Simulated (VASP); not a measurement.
# BaTiO3 (Barioperovskite) (Amm2) in VASP: further runs, part 2 of 2

VASP 6.6.1. Earlier steps stand in the parts before.

## 3. Single point, PBEsol (volume scaled by 0.96)

Contents of INCAR:

```
ALGO = Normal ; EDIFF = 1E-7
ENCUT = 520 ; GGA = PS
ISIF = 2 ; ISMEAR = -1
LASPH = True ; LCHARG = False
LREAL = False ; LWAVE = False
NBANDS = 28 ; NELM = 60
PREC = Accurate ; SIGMA = 0.05
```

Contents of KPOINTS:

```
k-points
0
Gamma
  7 7 7
```

Contents of POSCAR:

```
BaTiO3
1.0
    3.9316352889      0.0000000000      0.0000000000
    0.0000000000      2.7985588135      2.8066973133
    0.0000000000     -2.7985588135      2.8066973133
Ba Ti O
1 1 3
Direct
    0.0000000000      0.0000000000      0.0000000000
    0.5000000000      0.5124000000      0.5124000000
    0.5000000000      0.9918400000      0.5052400000
    0.5000000000      0.5052400000      0.9918400000
    0.0000000000      0.4874000000      0.4874000000
```

Potentials or basis: VASP PAW PBE potentials, release 64 (Ba_sv, Ti_sv, O).

The run is started by

```console
cat potpaw_PBE.64/Ba_sv/POTCAR potpaw_PBE.64/Ti_sv/POTCAR potpaw_PBE.64/O/POTCAR > POTCAR
mpirun -np 1 vasp_std > vasp.out
```

OUTCAR:

```text
EDIFF = 1E-7
   ENCUT = 520
   GGA = PS
   ISIF = 2
   ISMEAR = -1
   LASPH = True
   LREAL = False
   NELM = 60
   PREC = Accurate

 ion  position               nearest neighbor table
   1  0.000  0.000  0.000-   5 2.74   4 2.78   3 2.78   3 2.78   4 2.78   5 2.80   5 2.80   4 2.81
                             3 2.81   3 2.81   4 2.81   5 2.88   2 3.37   2 3.37   2 3.42   2 3.42
   2  0.500  0.512  0.512-   3 1.90   4 1.90   5 1.97   5 1.97   3 2.06   4 2.06   1 3.37   1 3.37
                             1 3.42   1 3.42   1 3.42   1 3.42   1 3.48   1 3.48
[... 953 lines left out ...]
  -------------------------------------------------------------------------------------
  Total        2.1136772      2.1741060      1.9058275      0.0000000      0.0000000      0.0000000
  in kB       54.8297164     56.3972671     49.4380054      0.0000000      0.0000000      0.0000000
  external PRESSURE =      53.5549963 kB  Pullay stress =       0.0000000 kB

 VOLUME and BASIS-vectors are now :
 -----------------------------------------------------------------------------
  energy-cutoff  :      520.00
  volume of cell :       61.76
      direct lattice vectors                 reciprocal lattice vectors
     3.931635289  0.000000000  0.000000000     0.254347091  0.000000000  0.000000000
     0.000000000  2.798558814  2.806697313     0.000000000  0.178663388  0.178145323
     0.000000000 -2.798558814  2.806697313     0.000000000 -0.178663388  0.178145323

 POSITION                                       TOTAL-FORCE (eV/Angst)
 -----------------------------------------------------------------------------------
      0.00000      0.00000      0.00000         0.000000     -0.000000      0.161738
      1.96582      0.00000      2.87630         0.000000     -0.000000     -0.039713
      1.96582      1.36178      4.20185         0.000000      0.145839     -0.161235
      1.96582     -1.36178      4.20185         0.000000     -0.145839     -0.161235
      0.00000      0.00000      2.73597         0.000000     -0.000000      0.200446
 -----------------------------------------------------------------------------------
    total drift:                                0.000000      0.000001      0.000023

  FREE ENERGIE OF THE ION-ELECTRON SYSTEM (eV)
  ---------------------------------------------------
  free  energy   TOTEN  =       -41.9504396535 eV

  energy  without entropy=      -41.9504396532  energy(sigma->0) =      -41.95043965
```

OSZICAR:

```text
N       E                     dE             d eps       ncg     rms          rms(c)
DAV:   1     0.432367738843E+03    0.43237E+03   -0.20948E+04  3584   0.156E+03
DAV:   2    -0.681476199431E+01   -0.43918E+03   -0.41858E+03  4124   0.429E+02
DAV:   3    -0.499372720568E+02   -0.43123E+02   -0.42729E+02  4968   0.134E+02
DAV:   4    -0.519835342923E+02   -0.20463E+01   -0.20420E+01  5420   0.247E+01
DAV:   5    -0.520373469173E+02   -0.53813E-01   -0.53803E-01  4756   0.326E+00    0.238E+01
DAV:   6    -0.421328975506E+02    0.99044E+01   -0.51847E+01  5204   0.673E+01    0.990E+00
DAV:   7    -0.420817357609E+02    0.51162E-01   -0.83925E+00  4804   0.211E+01    0.714E+00
DAV:   8    -0.419504342536E+02    0.13130E+00   -0.94176E-01  4356   0.937E+00    0.248E+00
DAV:   9    -0.419665985813E+02   -0.16164E-01   -0.18231E-01  4476   0.274E+00    0.113E+00
DAV:  10    -0.419519836739E+02    0.14615E-01   -0.86766E-02  4456   0.268E+00    0.393E-01
DAV:  11    -0.419505423787E+02    0.14413E-02   -0.87568E-03  5528   0.692E-01    0.692E-02
DAV:  12    -0.419504447885E+02    0.97590E-04   -0.80446E-04  4252   0.281E-01    0.543E-02
DAV:  13    -0.419504805638E+02   -0.35775E-04   -0.22710E-04  5260   0.151E-01    0.516E-02
DAV:  14    -0.419504394963E+02    0.41067E-04   -0.13437E-04  5020   0.960E-02    0.795E-03
DAV:  15    -0.419504398927E+02   -0.39645E-06   -0.88109E-06  4456   0.182E-02    0.728E-03
DAV:  16    -0.419504396886E+02    0.20417E-06   -0.10831E-06  4528   0.777E-03    0.308E-03
DAV:  17    -0.419504396535E+02    0.35029E-07   -0.11823E-07  2932   0.337E-03
   1 F= -.41950440E+02 E0= -.41950440E+02  d E =-.301395E-09
```

Wall time 1.8 min (1 thread of AMD EPYC 9R14 (Zen 4), shared host); peak memory 0.22 GiB.

Results:

| Property | Result |
| --- | --- |
| Free energy | -41.9504 eV |
| Pressure | 5.4 GPa |
| Largest force | 0.217 eV/Å |
| Band gap on the k mesh | 1.96 eV, indirect (least direct gap 2.05 eV) |

Forces on the atoms (eV/Å):
```
Ba   0.000  0.000  0.162
Ti   0.000  0.000 -0.040
O    0.000  0.146 -0.161
O    0.000 -0.146 -0.161
O    0.000  0.000  0.200
```

Caveat: the cell differs from its parent crystal (volume scaled by 0.96); the PAW data sets were made with another functional, which shifts forces and pressure a little; spin-orbit coupling is left out, which moves the levels of the heavy elements.

## 4. Single point, LDA (volume scaled by 0.98)

Contents of INCAR:

```
PREC = Accurate
ENCUT = 520
EDIFF = 1E-7
ISMEAR = -1
SIGMA = 0.05
LREAL = F
LASPH = T
NELM = 80
ALGO = Normal
ISIF = 2
LWAVE = F
LCHARG = T
GGA = CA
LELF = T
LVHAR = T
NBANDS = 28
```

Contents of KPOINTS:

```
regular mesh
0
Gamma
  7 7 7
```

POSCAR, as its differences from that of step 3:

```diff
@@ -2,5 +2,5 @@
 1.0
-    3.9316352889      0.0000000000      0.0000000000
-    0.0000000000      2.7985588135      2.8066973133
-    0.0000000000     -2.7985588135      2.8066973133
+    3.9587508719      0.0000000000      0.0000000000
+    0.0000000000      2.8178598290      2.8260544582
+    0.0000000000     -2.8178598290      2.8260544582
 Ba Ti O
```

Potentials or basis: VASP PAW LDA potentials, release 64 (Ba_sv, Ti_sv, O).

The run is started by

```console
cat potpaw_LDA.64/Ba_sv/POTCAR potpaw_LDA.64/Ti_sv/POTCAR potpaw_LDA.64/O/POTCAR > POTCAR
mpirun -np 1 vasp_std > vasp.out
```

Wall time 1.8 min (1 thread of AMD EPYC 9R14 (Zen 4), shared host); peak memory 0.2 GiB.

The run converged. Its results:

| Property | Result |
| --- | --- |
| Free energy | -44.1397 eV |
| Pressure | -3.2 GPa |
| Largest force | 0.241 eV/Å |
| Band gap on the k mesh | 1.87 eV, indirect (least direct gap 1.98 eV) |

Forces on the atoms (eV/Å):
```
Ba   0.000  0.000  0.165
Ti   0.000  0.000  0.089
O    0.000  0.038 -0.237
O    0.000 -0.038 -0.237
O    0.000  0.000  0.221
```

Stress tensor (GPa, compression positive):
```
-3.07  0.00  0.00
 0.00 -2.89  0.00
 0.00  0.00 -3.55
```

Levels at points of the mesh, in eV from the valence-band top:
```
           k point  band 17  band 18  band 19  band 20  band 21  band 22  band 23  band 24
(0.00, 0.00, 0.00)    -1.07    -0.27    -0.16    -0.11     1.87     1.94     2.11     4.26
```

Caveat: the cell differs from its parent crystal (volume scaled by 0.98); spin-orbit coupling is left out, which moves the levels of the heavy elements. A k mesh can miss the band edges.

## 5. Single point, PBEsol (volume scaled by 0.98)

Contents of INCAR:

```
  ALGO = Normal
  EDIFF = 1E-7
  ENCUT = 520
  GGA = PS
  ISIF = 2
  ISMEAR = -1
  LASPH = True
  LCHARG = False
  LREAL = False
  LWAVE = False
  NBANDS = 28
  NELM = 60
  PREC = Accurate
  SIGMA = 0.05
```

Contents of KPOINTS:

```
k-points
0
Gamma
  7 7 7
```

POSCAR is that of step 4.

Potentials or basis: VASP PAW PBE potentials, release 64 (Ba_sv, Ti_sv, O).

The run is started by

```console
cat potpaw_PBE.64/Ba_sv/POTCAR potpaw_PBE.64/Ti_sv/POTCAR potpaw_PBE.64/O/POTCAR > POTCAR
mpirun -np 1 vasp_std > vasp.out
```

Run time: 1.8 min. Hardware: 1 thread of AMD EPYC 9R14 (Zen 4), shared host; peak memory 0.22 GiB.

It converged, with:

* Free energy: -41.9788 eV
* Pressure: 1.4 GPa
* Largest force: 0.231 eV/Å
* Band gap on the k mesh: 1.92 eV, indirect (least direct gap 2.03 eV)

Forces in eV/Å, atoms in the order of the input:
```
Ba   0.000  0.000  0.158
Ti   0.000  0.000  0.073
O    0.000  0.066 -0.221
O    0.000 -0.066 -0.221
O    0.000  0.000  0.211
```

Stress tensor (GPa, compression positive):
```
1.52 0.00 0.00
0.00 1.68 0.00
0.00 0.00 1.02
```

Levels at points of the mesh, in eV from the valence-band top:
```tsv
k point	band 18	band 19	band 20	band 21	band 22	band 23
(0.00, 0.00, 0.00)	-0.27	-0.16	-0.11	1.92	1.98	2.15
```

Caveat: the cell differs from its parent crystal (volume scaled by 0.98); the PAW data sets were made with another functional, which shifts forces and pressure a little; spin-orbit coupling is left out, which moves the levels of the heavy elements. A k mesh can miss the band edges.

## 6. Single point, LDA

This run uses another cell than the first one, of 12.87 Å³/atom, 1.042 times its volume.

Contents of INCAR:

```
  ALGO = Normal
  EDIFF = 1E-6
  ENCUT = 520
  ISIF = 2
  ISMEAR = -1
  LASPH = T
  LCHARG = F
  LREAL = F
  LWAVE = F
  NBANDS = 28
  NELM = 100
  PREC = Accurate
  SIGMA = 0.05
```

KPOINTS is that of step 5.

POSCAR, as its differences from that of step 5:

```diff
@@ -2,5 +2,5 @@
 1.0
-    3.9587508719      0.0000000000      0.0000000000
-    0.0000000000      2.8178598290      2.8260544582
-    0.0000000000     -2.8178598290      2.8260544582
+    3.9855000000      0.0000000000      0.0000000000
+    0.0000000000      2.8369000000      2.8451500000
+    0.0000000000     -2.8369000000      2.8451500000
 Ba Ti O
```

Potentials or basis: VASP PAW LDA potentials, release 64 (Ba_sv, Ti_sv, O).

The run is started by

```console
cat potpaw_LDA.64/Ba_sv/POTCAR potpaw_LDA.64/Ti_sv/POTCAR potpaw_LDA.64/O/POTCAR > POTCAR
mpirun -np 1 vasp_std > vasp.out
```

Wall time 92 s (1 thread of AMD EPYC 9R14 (Zen 4), shared host); peak memory 0.2 GiB.

The run converged. Its results:

```
Free energy            : -44.1016 eV
Pressure               : -6.6 GPa
Largest force          : 0.296 eV/Å
Band gap on the k mesh : 1.83 eV, indirect (least direct gap 1.96 eV)
```

Forces in eV/Å, atoms in the order of the input:
```
Ba   0.000  0.000  0.161
Ti   0.000  0.000  0.196
O    0.000 -0.037 -0.294
O    0.000  0.037 -0.294
O    0.000  0.000  0.230
```

Stress tensor (GPa, compression positive):
```
-6.51  0.00  0.00
 0.00 -6.33  0.00
 0.00  0.00 -6.96
```

Levels at points of the mesh, in eV from the valence-band top:
| k point | band 17 | band 18 | band 19 | band 20 | band 21 | band 22 | band 23 | band 24 |
| --- | --- | --- | --- | --- | --- | --- | --- | --- |
| (0.00, 0.00, 0.00) | -1.04 | -0.29 | -0.18 | -0.13 | 1.83 | 1.90 | 2.06 | 4.12 |

Caveat: spin-orbit coupling is left out, which moves the levels of the heavy elements.

## 7. The runs side by side

```csv
level,potentials or basis,cell,gap on the mesh (eV),pressure (GPa),largest force (eV/Å)
LDA,"VASP PAW LDA potentials, release 64 (Ba_sv, Ti_sv, O)","a = 3.932, b = 3.964, c = 3.964 Å, angles 89.8, 90.0, 90.0°, 5 atoms",1.91,0.7,0.21
PBEsol,"VASP PAW PBE potentials, release 64 (Ba_sv, Ti_sv, O)","a = 3.932, b = 3.964, c = 3.964 Å, angles 89.8, 90.0, 90.0°, 5 atoms",1.96,5.4,0.22
LDA,"VASP PAW LDA potentials, release 64 (Ba_sv, Ti_sv, O)","a = 3.959, b = 3.991, c = 3.991 Å, angles 89.8, 90.0, 90.0°, 5 atoms",1.87,-3.2,0.24
PBEsol,"VASP PAW PBE potentials, release 64 (Ba_sv, Ti_sv, O)","a = 3.959, b = 3.991, c = 3.991 Å, angles 89.8, 90.0, 90.0°, 5 atoms",1.92,1.4,0.23
LDA,"VASP PAW LDA potentials, release 64 (Ba_sv, Ti_sv, O)","a = 3.986, b = 4.018, c = 4.018 Å, angles 89.8, 90.0, 90.0°, 5 atoms",1.83,-6.6,0.30
```

Alike in all rows: task single point; no spin polarisation; k mesh 7 × 7 × 7; cutoff (eV) 520; smearing fermi-dirac 0.05 eV.

Caveats: spin-orbit coupling is left out, which moves the levels of the heavy elements; the PAW data sets were made with another functional, which shifts forces and pressure a little (some runs).

Total energies depend on the potentials used, so only differences within one code and one set of settings carry meaning.
